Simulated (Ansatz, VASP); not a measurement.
One calculation of Pd, two programs

```
Pd
1.0
     2.83261    0.00000    0.00000
    -1.41631    2.45311    0.00000
     0.00000    0.00000    4.71662
Pd
2
Cartesian
  0.0000 1.6354 1.1792
  1.4163 0.8177 3.5375
```

Alike in both runs: task single point; functional revPBE; k mesh 21 × 21 × 11; occupations fermi-dirac, width 0.1 eV; no spin polarisation.

```csv
,VASP,Ansatz
version,VASP 6.6.1,Ansatz 0.2.0
potentials or method,"VASP PAW PBE potentials, release 64 (Pd), cutoff 520 eV","plane waves (420 eV) with PAW, scalar-relativistic"
valence electrons in the cell,20,36
```

Ansatz gave:

```
pressure (GPa)                                                : -5.3
traceless stress, the component that is largest in VASP (GPa) : -0.10
```

**Question.** Estimate VASP's values.

**Answer.** Pressure (GPa): -5.5; traceless stress, the component that is largest in VASP (GPa): -0.14.

VASP's potentials were made for PBE, not for revPBE. VASP's potentials hold 20 valence electrons a cell and Ansatz's 36, so a difference there can come from the potentials and not from the codes.
